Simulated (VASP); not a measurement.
# Pt (P6_3/mmc) in VASP: further runs, part 2 of 2

VASP 6.6.1.

## 5. Single point, r2SCAN

Input file POSCAR:

```
Pt
1.0
    2.7606656200      0.0000000000      0.0000000000
   -1.3803328100      2.3908065500      0.0000000000
    0.0000000000      0.0000000000      4.7921340000
Pt
2
Direct
    0.6666666667      0.3333333333      0.7500000000
    0.3333333333      0.6666666667      0.2500000000
```

Input file INCAR.step1:

```
PREC = Accurate ; ENCUT = 550
ISMEAR = 1 ; SIGMA = 0.2
LREAL = False ; LASPH = True
NELM = 120 ; NBANDS = 25
GGA = PE ; ALGO = Normal
EDIFF = 1E-5 ; LWAVE = True
LCHARG = False ; GGA_COMPAT = False
```

Input file INCAR.step2:

```
PREC = Accurate ; ENCUT = 550
EDIFF = 1E-6 ; ISMEAR = 1
SIGMA = 0.2 ; LREAL = False
LASPH = True ; NELM = 120
ALGO = Normal ; ISIF = 2
LWAVE = False ; LCHARG = False
METAGGA = R2SCAN ; LMIXTAU = True
NBANDS = 25 ; ISTART = 1
GGA_COMPAT = False
```

Input file KPOINTS:

```
Automatic mesh
0
Gamma
  11 11 6
```

Potentials or basis: VASP PAW PBE potentials, release 64 (Pt_sv_GW).

Started as:

```
$ cat potpaw_PBE.64/Pt_sv_GW/POTCAR > POTCAR
$ cp INCAR.step1 INCAR
$ mpirun -np 1 vasp_std > vasp.out
$ cp INCAR.step2 INCAR
$ mpirun -np 1 vasp_std > vasp.out
```

OUTCAR:

```text
PREC = Accurate
   ENCUT = 550
   EDIFF = 1E-6
   ISMEAR = 1
   LREAL = False
   LASPH = True
   NELM = 120
   ISIF = 2
   METAGGA = R2SCAN
   ISTART = 1

 ion  position               nearest neighbor table
   1  0.667  0.333  0.750-   2 2.88   2 2.88   2 2.88   2 2.88   2 2.88   2 2.88
   2  0.333  0.667  0.250-   1 2.88   1 2.88   1 2.88   1 2.88   1 2.88   1 2.88

  LATTYP: Found a hexagonal cell.
 ALAT       =     2.7606656200
 C/A-ratio  =     1.7358618028

  Lattice vectors:

 A1 = (   2.7606656200,   0.0000000000,   0.0000000000)
 A2 = (  -1.3803328100,   2.3908065500,   0.0000000000)
 A3 = (   0.0000000000,   0.0000000000,   4.7921340000)

Analysis of symmetry for initial positions (statically):
=====================================================================
 Subroutine PRICEL returns:
 Original cell was already a primitive cell.

 Routine SETGRP: Setting up the symmetry group for a
 hexagonal supercell.

 Subroutine GETGRP returns: Found 24 space group operations
 (whereof 12 operations were pure point group operations)
 out of a pool of 24 trial point group operations.
[... 154 lines left out ...]
   NGX = 11   NGY = 11   NGZ = 19

 number of electron      36.0000000 magnetization

 Free energy of the ion-electron system (eV)
  ---------------------------------------------------
  ext. energy  EPLUGINS =         0.00000000
  ---------------------------------------------------
  free energy    TOTEN  =      -102.67020736 eV

  energy without entropy =     -102.66419876  energy(sigma->0) =     -102.66820450

 E-fermi :   9.5998     XC(G=0): -14.9007

 val. band max:        9.5936775705   @ k =   0.4545   0.0909   0.5000
 cond. band min:       9.6011246414   @ k =   0.3636   0.0909   0.0000
 fundamental gap:      0.0074470710
 Fermi energy:         9.5997807613

 k-point     1 :       0.0000    0.0000    0.0000
  band No.  band energies     occupation
      1     -90.8328      2.00000
      2     -90.8110      2.00000
      3     -44.5224      2.00000
      4     -44.3011      2.00000
      5     -44.3011      2.00000
      6     -44.2580      2.00000
[... 661 lines left out ...]
     24      27.0224      0.00000
     25      27.8869      0.00000

 [... further k-points ...]
[... 5 lines left out ...]
  --------------------------------------------------------------------------------------
  -------------------------------------------------------------------------------------
  Total       -1.6995457     -1.6995456     -1.5224143      0.0000000     -0.0000000      0.0000000
  in kB      -86.0906962    -86.0906956    -77.1180864      0.0000000     -0.0000000      0.0000000
  external PRESSURE =     -83.0998261 kB  Pullay stress =       0.0000000 kB

 VOLUME and BASIS-vectors are now :
 -----------------------------------------------------------------------------
  energy-cutoff  :      550.00
  volume of cell :       31.63
      direct lattice vectors                 reciprocal lattice vectors
     2.760665620  0.000000000  0.000000000     0.362231482  0.209134445  0.000000000
    -1.380332810  2.390806550  0.000000000     0.000000000  0.418268889  0.000000000
     0.000000000  0.000000000  4.792134000     0.000000000  0.000000000  0.208675300

 POSITION                                       TOTAL-FORCE (eV/Angst)
 -----------------------------------------------------------------------------------
      1.38033      0.79694      3.59410         0.000000      0.000000      0.000000
     -0.00000      1.59387      1.19803        -0.000000     -0.000000      0.000000
 -----------------------------------------------------------------------------------
    total drift:                               -0.000000      0.000000     -0.000000

  FREE ENERGIE OF THE ION-ELECTRON SYSTEM (eV)
  ---------------------------------------------------
  free  energy   TOTEN  =      -102.6702073649 eV

  energy  without entropy=     -102.6641987616  energy(sigma->0) =     -102.66820450
```

Wall time 1.9 min (1 thread of Intel Xeon 6975P-C (Granite Rapids), shared host); peak memory 0.2 GiB.

Results:

| Quantity | Value |
| --- | --- |
| Free energy | -102.6702 eV |
| Pressure | -8.3 GPa |
| Band gap on the k mesh | zero (band 18 reaches 10.02 eV, above the bottom of band 19 at 8.74 eV) |

Levels at points of the mesh, in eV from the Fermi level:
| k point | band 16 | band 17 | band 18 | band 19 | band 20 | band 21 |
| --- | --- | --- | --- | --- | --- | --- |
| (0.00, 0.00, 0.00) | -1.90 | -1.90 | -0.48 | -0.27 | -0.27 | 4.95 |
| (0.00, 0.00, 0.50) | -3.51 | -0.86 | -0.86 | -0.86 | -0.86 | 12.58 |

Caveat: the PAW data sets were made with another functional, which shifts forces and pressure a little; spin-orbit coupling is left out, which moves the levels of the heavy elements.

## 6. Summary

| potentials or basis | cutoff (eV) | smearing | second run | gap on the mesh (eV) | pressure (GPa) |
| --- | --- | --- | --- | --- | --- |
| VASP PAW PBE potentials, release 64 (Pt) | 520 | methfessel-paxton 0.05 eV | - | none | -5.8 |
| VASP PAW PBE potentials, release 64 (Pt_sv_GW) | 550 | methfessel-paxton 0.05 eV | valence_matched | none | -8.3 |
| VASP PAW PBE potentials, release 64 (Pt_sv_GW) | 550 | methfessel-paxton 0.1 eV | valence_matched | none | -8.3 |
| VASP PAW PBE potentials, release 64 (Pt_sv_GW) | 550 | methfessel-paxton 0.2 eV | valence_matched | none | -8.3 |

Alike in all rows: task single point; level r2SCAN; no spin polarisation; cell as given; k mesh 11 × 11 × 6.

Caveats: the PAW data sets were made with another functional, which shifts forces and pressure a little; spin-orbit coupling is left out, which moves the levels of the heavy elements.

Absolute energies hang on the potentials; compare differences alone.
